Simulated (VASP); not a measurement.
Write the native input for VASP 6.6.1 that does the following.

```
Task                   : electric field gradients
Functional             : LDA
Potentials or basis    : VASP PAW LDA potentials, release 64 (Ba_sv, Ti_sv, O)
Cutoff                 : 520 eV
k mesh                 : 9 × 9 × 9
Occupations            : fermi-dirac, width 0.05 eV
Spin                   : no spin polarisation
Dipole correction      : no
Further INCAR settings : ALGO = Normal; EDIFF = 1e-08; NBANDS = 28
```

The structure of BaTiO3 lies in POSCAR:

```
BaTiO3
1.0
    2.8182110027      1.6270948810      2.3099799394
   -2.8182110027      1.6270948810      2.3099799394
    0.0000000000     -3.2541897621      2.3099799394
Ba Ti O
1 1 3
Direct
    0.0000000000      0.0000000000      0.0000000000
    0.5140000000      0.5140000000      0.5140000000
    0.4916000000      0.4916000000      0.9815000000
    0.4916000000      0.9815000000      0.4916000000
    0.9815000000      0.4916000000      0.4916000000
```

One way to write it, as run:

INCAR

```
SYSTEM = BaTiO3
  PREC = Accurate
  ENCUT = 520
  EDIFF = 1E-8
  ISMEAR = -1
  SIGMA = 0.05
  LREAL = .FALSE.
  LASPH = .TRUE.
  NELM = 80
  ALGO = Normal
  ISIF = 2
  LWAVE = .FALSE.
  LCHARG = .FALSE.
  LEFG = .TRUE.
  NBANDS = 28
```

KPOINTS

```
regular mesh
0
G
  9 9 9
  0 0 0
```

Potentials or basis: VASP PAW LDA potentials, release 64 (Ba_sv, Ti_sv, O).

Run with:

```console
$ cat potpaw_LDA.64/Ba_sv/POTCAR potpaw_LDA.64/Ti_sv/POTCAR potpaw_LDA.64/O/POTCAR > POTCAR
$ mpirun -np 1 vasp_std > vasp.out
```

Results of the run:

The pressure is -2.2 GPa, the largest force is 0.170 eV/Å and the band gap on the k mesh is 2.33 eV (least direct gap 2.66 eV). The largest electric field gradient by atom is Ba +3.5; Ti +11.2; O +16.5 V/Å².

Caveat: without QUAD_EFG the Cq values of the log hold for a quadrupole moment of 1 mb, not for the nuclei; spin-orbit coupling is left out, which moves the levels of the heavy elements; an odd mesh through Γ misses points on the zone boundary, where band edges can lie.

Run time: 3.6 min on 1 thread of Intel Xeon 8259CL, with other jobs on the host, peak memory 0.26 GiB.
